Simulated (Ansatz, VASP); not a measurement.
**Ag: VASP beside Ansatz**

Contents of INCAR:

```
PREC = Accurate
ENCUT = 520
EDIFF = 1E-6
ISMEAR = 0
SIGMA = 0.15
LREAL = False
LASPH = True
NELM = 80
ALGO = Normal
ISIF = 2
LWAVE = False
LCHARG = True
GGA = PE
LELF = True
LVHAR = True
NBANDS = 12
```

The input KPOINTS:

```
Automatic mesh
0
Gamma
  20 20 20
```

The input POSCAR:

```
Ag
1.0
    0.0000000000      2.0431000000      2.1248240000
    2.0431000000      0.0000000000      2.1248240000
    2.0431000000      2.0431000000      0.0000000000
Ag
1
Direct
    0.0000000000      0.0000000000      0.0000000000
```

Input for Ansatz:

```yaml
crystal:
  lattice:
    - [0.0, 2.0431, 2.124824]
    - [2.0431, 0.0, 2.124824]
    - [2.0431, 2.0431, 0.0]
  atoms:
    - { symbol: Ag, position: [0.0, 0.0, 0.0] }
basis:
  ecutwfc: 420
kpoints:
  mp_grid: { grid: [20, 20, 20] }
hamiltonian:
  xc: pbe
scf:
  occupations: { method: gaussian, width: 0.15 }
output:
  forces: true
  stress: true
  eigenvalues: true
```

Change from the starting cell: strain +0.000 along x and y, +0.040 along z, atoms carried along.

Alike in both runs: task single point; functional PBE; k mesh 20 × 20 × 20; occupations gaussian, width 0.15 eV; no spin polarisation.

|  | VASP | Ansatz |
| --- | --- | --- |
| version | VASP 6.6.1 | Ansatz 0.2.0 |
| potentials or method | VASP PAW PBE potentials, release 64 (Ag), cutoff 520 eV | scalar-relativistic, plane waves, PAW |
| valence electrons in the cell | 11 | 19 |

Ansatz gave:

* gap on the k mesh at the Fermi level (eV): none
* pressure (GPa): 0.6
* traceless stress, the component that is largest in VASP (GPa): -1.08

Which values does VASP return?

gap on the k mesh at the Fermi level (eV): none; pressure (GPa): 0.4; traceless stress, the component that is largest in VASP (GPa): -1.07.

A gap of «none» marks a metal or a gap that the smearing closes. The functional is the same, so the differences come from potentials, cutoffs and numerics. VASP's potentials hold 11 valence electrons a cell and Ansatz's 19, so a difference there can come from the potentials and not from the codes.
